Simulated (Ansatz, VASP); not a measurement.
Al3H in VASP and in Ansatz

The input INCAR:

```
SYSTEM = Al3H
  PREC = Accurate
  ENCUT = 600
  EDIFF = 1E-6
  ISMEAR = 0
  SIGMA = 0.1
  LREAL = .False.
  LASPH = .True.
  NELM = 100
  ALGO = Normal
  ISIF = 3
  LWAVE = .False.
  LCHARG = .False.
  GGA = PE
  IBRION = 2
  NSW = 100
  EDIFFG = -0.01
```

The input KPOINTS:

```
Automatic mesh
0
Gamma
  12 12 16
  0 0 0
```

The input POSCAR:

```
Al3H
1.0
    5.2905467242      0.0000000000      0.0000000000
   -2.6452733621      4.5817478631      0.0000000000
    0.0000000000      0.0000000000      2.7803706467
Al H
3 1
Direct
    0.5000000000      0.0000000000      0.5000000000
    0.0000000000      0.5000000000      0.5000000000
    0.5000000000      0.5000000000      0.5000000000
    0.0000000000      0.0000000000      0.0000000000
```

Input for Ansatz:

```yaml
crystal:
  lattice:
    - [5.2905467242, 0.0, 0.0]
    - [-2.6452733621, 4.5817478631, 0.0]
    - [0.0, 0.0, 2.7803706467]
  atoms:
    - { symbol: Al, position: [0.5, 0.0, 0.5] }
    - { symbol: Al, position: [0.0, 0.5, 0.5] }
    - { symbol: Al, position: [0.5, 0.5, 0.5] }
    - { symbol: H, position: [0.0, 0.0, 0.0] }
basis:
  ecutwfc: 420
kpoints:
  mp_grid: { grid: [12, 12, 16] }
hamiltonian:
  xc: pbe
scf:
  occupations: { method: gaussian, width: 0.1 }
output:
  forces: true
  stress: true
  eigenvalues: true
relax:
  adjacent_minimum: "off"
  f_tol: 0.01
  max_steps: 80
  cell: { stress_tol: 0.05 }
```

Alike in both runs: task relaxation of cell and atoms; functional PBE; k mesh 12 × 12 × 16; occupations gaussian, width 0.1 eV; no spin polarisation.

|  | VASP | Ansatz |
| --- | --- | --- |
| version | VASP 6.6.1 | Ansatz 0.2.0 |
| potentials or method | VASP PAW PBE potentials, release 64 (Al, H), cutoff 600 eV | scalar-relativistic, plane waves, PAW |
| valence electrons in the cell | 10 | 10 |

|  | VASP | Ansatz | Ansatz less VASP |
| --- | --- | --- | --- |
| gap on the k mesh at the Fermi level, each at its own relaxed structure (eV) | none | none | - |
| relaxed volume (Å³/atom) | 16.82 | 16.82 | +0.001 |
| relaxed length of the cell vector where the two differ most in proportion (Å) | 2.682 | 2.681 | -0.0010 |

A gap of «none» marks a metal or a gap that the smearing closes.
